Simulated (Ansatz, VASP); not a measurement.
Two plane-wave programs on AlP

```
CELL_PARAMETERS angstrom
0.00000 2.75348 2.75348
2.75348 0.00000 2.75348
2.75348 2.75348 0.00000
ATOMIC_POSITIONS crystal
Al 0.00000 0.00000 0.00000
P 0.25000 0.25000 0.25000
```

Alike in both runs: functional PBE; k mesh 8 × 8 × 8; occupations gaussian, width 0.02 eV; no spin polarisation.

Ansatz relaxed the structure, and its values are those at the end. VASP's run is a single point on that final structure, the one shown.

```csv
,VASP,Ansatz
version,VASP 6.6.1,Ansatz 0.2.0
potentials or method,"VASP PAW PBE potentials, release 64 (Al, P), cutoff 500 eV","scalar-relativistic, plane waves, PAW"
valence electrons in the cell,8,8
```

VASP gave:

```
gap on the k mesh at the Fermi level (eV) : 1.63
least direct gap on the mesh (eV)         : 3.09
pressure (GPa)                            : -0.1
```

Estimate Ansatz's values.

gap on the k mesh at the Fermi level (eV): 1.63; least direct gap on the mesh (eV): 3.09; pressure (GPa): 0.0.
